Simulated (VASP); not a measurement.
The system is Na2S.

```
S Na
1.0
     0.03255    3.28799    3.28799
     3.28799    0.03255    3.28799
     3.28799    3.28799    0.03255
S Na
1 2
Direct
  0.00000 0.00000 0.00000
  0.24948 0.24948 0.24948
  0.75052 0.75052 0.75052
```

This cell differs from its parent crystal: strain along [111] +1.5%.

Base run:

```yaml
Program: VASP 6.6.1
Functional: r2SCAN
Potentials_or_basis: VASP PAW PBE potentials, release 64 (S, Na_pv)
Cutoff: 550 eV
k_mesh: 8 × 8 × 8
Occupations: gaussian, width 0.01 eV
Spin: no spin polarisation
```

Its results: band gap on the k mesh 3.05 eV; pressure -0.6 GPa; largest force 0.005 eV/Å.

Question: The run is repeated on the same cell with these changes: functional from r2SCAN to PBE; cutoff from 550 eV to 500 eV; occupations from gaussian, width 0.01 eV to fermi-dirac, width 0.02 eV. What comes out?

Answer: Band gap on the k mesh 2.47 eV; pressure 0.3 GPa; largest force 0.004 eV/Å.

Caveats: the PAW data sets were made with another functional, which shifts forces and pressure a little (at least some runs).

A k mesh can miss the band edges.
